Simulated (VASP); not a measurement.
# N: single point with PBE+D4

N:

```
N
1.0
     2.51947    0.00000    0.00000
    -1.25974    2.18193    0.00000
     0.00000    0.00000    2.44600
N
2
Direct
  0.33333 0.66667 0.75000
  0.66667 0.33333 0.25000
```

```
Program             : VASP 6.6.1
Task                : single point
Functional          : PBE
Dispersion          : D4
Potentials or basis : VASP PAW PBE potentials, release 64 (N)
Cutoff              : 520 eV
k mesh              : 12 × 12 × 11
Occupations         : fermi-dirac, width 0.05 eV
Spin                : collinear spin
Starting moments    : [1.0, 0.0] μB
Fixed moment        : 1 μB
```

```yaml
Pressure: 13.6 GPa
Net_moment: 1.00 μB per cell
Site_moments: N +0.40 μB
Valence_electrons_inside_the_program's_atomic_spheres: N 3.39
Dispersion_energy_per_atom: -0.167 eV
```

Stress tensor (GPa, compression positive):
```
14.78  0.00  0.00
 0.00 14.78  0.00
 0.00  0.00 11.36
```

Wall time 110 s on 1 thread of AMD EPYC 7R13, with other jobs on the host, peak memory 0.11 GiB.

Caveat: the total moment is fixed, so each spin has its own Fermi level.
